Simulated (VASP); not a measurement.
# BAs (e600) (F-43m) in VASP: single point with PBEsol

Aim: the single point of BAs (e600) with PBEsol.

Program: VASP 6.6.1. These are calculated values, not measurements. Logs are shortened: lines on timing, memory, paths and dates and some standing lists are left out, and cuts for length are marked.

## (1) The cell of the first run

The structure is cubic, space group F-43m (No. 216). The conventional cell has a = 4.768 Å, b = 4.768 Å, c = 4.768 Å, α = 90.00°, β = 90.00°, γ = 90.00°. Within 2.7 Å of B (site symmetry -43m) lie 4 As at 2.06 Å. Within 2.7 Å of As (site symmetry -43m) lie 4 B at 2.06 Å.

## (2) Single point, PBEsol

INCAR reads:

```
SYSTEM = BAs
PREC = Accurate
ENCUT = 500
EDIFF = 1E-6
ISMEAR = 0
SIGMA = 0.02
LREAL = .FALSE.
LASPH = .TRUE.
NELM = 120
ALGO = Normal
ISIF = 2
LWAVE = .FALSE.
LCHARG = .FALSE.
GGA = PS
NBANDS = 11
GGA_COMPAT = .FALSE.
```

KPOINTS reads:

```
regular mesh
0
G
  10 10 10
  0 0 0
```

POSCAR reads:

```
BAs
1.0
    0.0000000000      2.3838665788      2.3838665788
    2.3838665788      0.0000000000      2.3838665788
    2.3838665788      2.3838665788      0.0000000000
B As
1 1
Direct
    0.0000000000      0.0000000000      0.0000000000
    0.2500000000      0.2500000000      0.2500000000
```

Potentials or basis: VASP PAW PBE potentials, release 64 (B, As).

Launch:

```bash
$ cat potpaw_PBE.64/B/POTCAR potpaw_PBE.64/As/POTCAR > POTCAR
$ mpirun -np 1 vasp_std > vasp.out
```

OUTCAR:

```text
SYSTEM = BAs
   PREC = Accurate
   ENCUT = 500
   EDIFF = 1E-6
   ISMEAR = 0
   LREAL = .FALSE.
   LASPH = .TRUE.
   NELM = 120
   ISIF = 2
   GGA = PS

 ion  position               nearest neighbor table
   1  0.000  0.000  0.000-   2 2.06   2 2.06   2 2.06   2 2.06
   2  0.250  0.250  0.250-   1 2.06   1 2.06   1 2.06   1 2.06

  LATTYP: Found a face centered cubic cell.
 ALAT       =     4.7677331576

  Lattice vectors:

 A1 = (   0.0000000000,   2.3838665788,   2.3838665788)
 A2 = (   2.3838665788,   0.0000000000,   2.3838665788)
 A3 = (   2.3838665788,   2.3838665788,   0.0000000000)

Analysis of symmetry for initial positions (statically):
=====================================================================
 Subroutine PRICEL returns:
 Original cell was already a primitive cell.

 Routine SETGRP: Setting up the symmetry group for a
 face centered cubic supercell.

 Subroutine GETGRP returns: Found 24 space group operations
 (whereof 24 operations were pure point group operations)
 out of a pool of 48 trial point group operations.

The static configuration has the point symmetry T_d .

Analysis of symmetry for dynamics (positions and initial velocities):
=====================================================================
 Subroutine PRICEL returns:
 Original cell was already a primitive cell.

 Routine SETGRP: Setting up the symmetry group for a
 face centered cubic supercell.

 Subroutine GETGRP returns: Found 24 space group operations
 (whereof 24 operations were pure point group operations)
 out of a pool of 48 trial point group operations.

The dynamic configuration has the point symmetry T_d .

 Subroutine INISYM returns: Found 24 space group operations
 (whereof 24 operations are pure point group operations),
 and found     1 'primitive' translations

----------------------------------------------------------------------------------------

                                     Primitive cell

  volume of cell :      27.0942

  direct lattice vectors                    reciprocal lattice vectors
     0.000000000  2.383866579  2.383866579    -0.209743282  0.209743282  0.209743282
     2.383866579  0.000000000  2.383866579     0.209743282 -0.209743282  0.209743282
     2.383866579  2.383866579  0.000000000     0.209743282  0.209743282 -0.209743282

  length of vectors
     3.371296447  3.371296447  3.371296447     0.363286021  0.363286021  0.363286021

  position of ions in fractional coordinates (direct lattice)
     0.000000000  0.000000000  0.000000000
     0.250000000  0.250000000  0.250000000

  ion indices of the primitive-cell ions
   primitive index   ion index
                 1           1
                 2           2

----------------------------------------------------------------------------------------

 KPOINTS: regular mesh

Automatic generation of k-mesh.
 Grid dimensions read from file:
 generate k-points for:   10   10   10

 Generating k-lattice:

  Cartesian coordinates                     Fractional coordinates (reciprocal lattice)
    -0.020974328  0.020974328  0.020974328     0.100000000  0.000000000  0.000000000
     0.020974328 -0.020974328  0.020974328     0.000000000  0.100000000  0.000000000
     0.020974328  0.020974328 -0.020974328     0.000000000  0.000000000  0.100000000

  Length of vectors
     0.036328602  0.036328602  0.036328602

  Shift w.r.t. Gamma in fractional coordinates (k-lattice)
     0.000000000  0.000000000  0.000000000

 Subroutine IBZKPT returns following result:
 ===========================================

 Found     47 irreducible k-points:

 Following reciprocal coordinates:
            Coordinates               Weight
  0.000000  0.000000  0.000000      1.000000
  0.100000  0.000000  0.000000      8.000000
  0.200000  0.000000  0.000000      8.000000
  0.300000  0.000000  0.000000      8.000000
  0.400000  0.000000  0.000000      8.000000
  0.500000  0.000000  0.000000      4.000000
[... 16 lines left out ...]
  0.300000  0.300000  0.000000      6.000000
  0.400000  0.300000  0.000000     24.000000
 [... further k-points ...]
   k-points           NKPTS =     47   k-points in BZ     NKDIM =     47   number of bands    NBANDS=     11
   number of dos      NEDOS =    301   number of ions     NIONS =      2
   total plane-waves  NPLWV =  21952
   dimension x,y,z NGX =    28 NGY =   28 NGZ =   28
   dimension x,y,z NGXF=    56 NGYF=   56 NGZF=   56
   ions per type =               1   1
   NGX,Y,Z   is equivalent  to a cutoff of  13.81, 13.81, 13.81 a.u.
   NGXF,Y,Z  is equivalent  to a cutoff of  27.61, 27.61, 27.61 a.u.
 SYSTEM =  BAs
   PREC   = accura    normal or accurate (medium, high low for compatibility)
   ISTART =      0    job   : 0-new  1-cont  2-samecut
   ICHARG =      2    charge: 1-file 2-atom 10-const
   ISPIN  =      1    spin polarized calculation?
   LNONCOLLINEAR =      F non collinear calculations
   LSORBIT =      F    spin-orbit coupling
   LASPH  =      T    aspherical Exc in radial PAW
   ENCUT  =  500.0 eV  36.75 Ry    6.06 a.u.   6.15  6.15  6.15*2*pi/ulx,y,z
   NELM   =    120;   NELMIN=  2; NELMDL= -5     # of ELM steps
   EDIFF  = 0.1E-05   stopping-criterion for ELM
   LREAL  =      F    real-space projection
   EDIFFG = 0.1E-04   stopping-criterion for IOM
   NSW    =      0    number of steps for IOM
   IBRION =     -1    ionic relax: 0-MD 1-quasi-New 2-CG
   NFREE  =      0    steps in history (QN), initial steepest desc. (CG)
   ISIF   =      2    stress and relaxation
   ISYM   =      2    0-nonsym 1-usesym 2-fastsym
   POTIM  = 0.5000    time-step for ionic-motion
   TEBEG  =    0.0;   TEEND  =   0.0 temperature during run
   PSTRESS=    0.0 pullay stress
   NELECT =       8.0000    total number of electrons
   NUPDOWN=      -1.0000    fix difference up-down
   EMIN   =  10.00;   EMAX   =-10.00  energy-range for DOS
   EFERMI =   0.00;   METHOD = LEGACY
   ISMEAR =     0;   SIGMA  =   0.02  broadening in eV -4-tet -1-fermi 0-gaus
   EFERMI_NEDOS =   21; number of points for ismear=-14 and -15
   IALGO  =     38    algorithm
   IMIX   =      4    mixing-type and parameters
     AMIX     =   0.40;   BMIX     =  1.00
     AMIX_MAG =   1.60;   BMIX_MAG =  1.00
  volume/ion in A,a.u.               =      13.55        91.42
  Fermi-wavevector in a.u.,A,eV,Ry     =   1.090133  2.060053 16.169032  1.188390
  Thomas-Fermi vector in A             =   2.226351
   LORBIT       =      0    0 simple, 1 ext, 2 COOP (PROOUT), +10 PAW based schemes
   GGA     = PS    functional components
   LHFCALC =     F    Hartree Fock is set to
   AEXX    =    0.0000 exact exchange contribution
   IVDW    =     0    specifies the selected vdW correction
   LEPSILON=     F    determine dielectric tensor
   LRPA    =     F    only Hartree local field effects (RPA)
 non-spin polarized calculation
 Gauss-broadening in eV      SIGMA  =   0.02
  energy-cutoff  :      500.00
  volume of cell :       27.09
 maximum number of plane-waves:       701
 NGX is ok and might be reduce to    28
   NGX = 13   NGY = 13   NGZ = 13

 number of electron       8.0000000 magnetization

 Free energy of the ion-electron system (eV)
  ---------------------------------------------------
  ext. energy  EPLUGINS =         0.00000000
  ---------------------------------------------------
  free energy    TOTEN  =       -12.20310138 eV

  energy without entropy =      -12.20310138  energy(sigma->0) =      -12.20310138

 E-fermi :   6.2838     XC(G=0): -10.7558

 val. band max:        6.1084376444   @ k =   0.0000   0.0000   0.0000
 cond. band min:       7.1785574491   @ k =   0.4000   0.4000   0.0000
 fundamental gap:      1.0701198046
 Fermi energy:         6.2837973364

 k-point     1 :       0.0000    0.0000    0.0000
  band No.  band energies     occupation
      1      -9.3821      2.00000
      2       6.1084      2.00000
      3       6.1084      2.00000
      4       6.1084      2.00000
      5       9.3555      0.00000
      6       9.3555      0.00000
      7       9.3555      0.00000
      8      10.8642      0.00000
      9      15.4836      0.00000
     10      19.0632      0.00000
     11      19.0632      0.00000

 k-point     2 :       0.1000    0.0000    0.0000
  band No.  band energies     occupation
      1      -9.2166      2.00000
      2       4.6991      2.00000
      3       5.8016      2.00000
      4       5.8016      2.00000
      5       9.5131      0.00000
      6       9.7586      0.00000
      7       9.7586      0.00000
      8      11.7198      0.00000
      9      16.1449      0.00000
     10      17.9387      0.00000
     11      17.9387      0.00000

 k-point     3 :       0.2000    0.0000    0.0000
  band No.  band energies     occupation
      1      -8.7283      2.00000
      2       2.3129      2.00000
      3       5.2203      2.00000
      4       5.2203      2.00000
      5       9.3054      0.00000
      6      10.4796      0.00000
      7      10.4796      0.00000
      8      13.3046      0.00000
      9      17.1590      0.00000
     10      17.2054      0.00000
     11      17.2054      0.00000

 k-point     4 :       0.3000    0.0000    0.0000
  band No.  band energies     occupation
      1      -7.9531      2.00000
      2       0.0011      2.00000
      3       4.7083      2.00000
      4       4.7083      2.00000
      5       9.0370      0.00000
      6      10.8723      0.00000
      7      10.8723      0.00000
      8      14.5081      0.00000
      9      17.2952      0.00000
     10      17.6628      0.00000
     11      17.6628      0.00000
[... 239 lines left out ...]
 k-point    22 :      -0.2000    0.2000    0.0000
  band No.  band energies     occupation
      1      -7.6876      2.00000
      2       0.6069      2.00000
      3       1.9718      2.00000
      4       4.8020      2.00000
      5      10.0222      0.00000
      6      11.2095      0.00000
      7      12.0805      0.00000
      8      13.0737      0.00000
      9      15.9085      0.00000
     10      18.6281      0.00000
     11      20.2417      0.00000

 k-point    23 :       0.3000    0.3000    0.0000
  band No.  band energies     occupation
      1      -7.4509      2.00000
      2       0.8872      2.00000
      3       2.8771      2.00000
      4       2.8771      2.00000
      5       7.4126      0.00000
      6       9.6610      0.00000
      7      14.5747      0.00000
      8      14.5747      0.00000
      9      17.1022      0.00000
     10      21.0737      0.00000
     11      21.2202      0.00000

 k-point    24 :       0.4000    0.3000    0.0000
  band No.  band energies     occupation
      1      -6.7162      2.00000
      2      -0.3681      2.00000
      3       2.0744      2.00000
      4       2.5780      2.00000
      5       7.7119      0.00000
      6       9.4021      0.00000
      7      14.9522      0.00000
      8      15.1877      0.00000
      9      18.1478      0.00000
     10      21.8671      0.00000
     11      21.9894      0.00000

 [... further k-points ...]
[... 5 lines left out ...]
  --------------------------------------------------------------------------------------
  -------------------------------------------------------------------------------------
  Total        0.1510153      0.1510153      0.1510153      0.0000000      0.0000000      0.0000000
  in kB        8.9300876      8.9300876      8.9300876      0.0000000      0.0000000      0.0000000
  external PRESSURE =       8.9300876 kB  Pullay stress =       0.0000000 kB

 VOLUME and BASIS-vectors are now :
 -----------------------------------------------------------------------------
  energy-cutoff  :      500.00
  volume of cell :       27.09
      direct lattice vectors                 reciprocal lattice vectors
     0.000000000  2.383866579  2.383866579    -0.209743282  0.209743282  0.209743282
     2.383866579  0.000000000  2.383866579     0.209743282 -0.209743282  0.209743282
     2.383866579  2.383866579  0.000000000     0.209743282  0.209743282 -0.209743282

 POSITION                                       TOTAL-FORCE (eV/Angst)
 -----------------------------------------------------------------------------------
      0.00000      0.00000      0.00000         0.000000      0.000000      0.000000
      1.19193      1.19193      1.19193        -0.000000     -0.000000     -0.000000
 -----------------------------------------------------------------------------------
    total drift:                               -0.000000     -0.000000     -0.000000

  FREE ENERGIE OF THE ION-ELECTRON SYSTEM (eV)
  ---------------------------------------------------
  free  energy   TOTEN  =       -12.2031013806 eV

  energy  without entropy=      -12.2031013806  energy(sigma->0) =      -12.20310138
```

It took 7.4 s on 1 thread of Intel Xeon 6975P-C (Granite Rapids), shared host; peak memory 0.16 GiB.

What came out:

* Free energy: -12.2031 eV
* Pressure: 0.9 GPa
* Band gap on the k mesh: 1.07 eV, indirect (least direct gap 3.25 eV)

Levels at points of the mesh, in eV from the valence-band top:
```tsv
k point	band 1	band 2	band 3	band 4	band 5	band 6	band 7	band 8	band 9
(0.00, 0.00, 0.00)	-15.49	0.00	0.00	0.00	3.25	3.25	3.25	4.76	9.38
(0.50, 0.00, 0.00)	-12.58	-8.88	-1.84	-1.84	2.69	4.73	4.73	8.72	12.60
(0.50, 0.50, 0.00)	-11.27	-8.57	-4.13	-4.13	1.31	1.33	11.40	11.40	12.83
```

Caveat: the PAW data sets were made with another functional, which shifts forces and pressure a little.
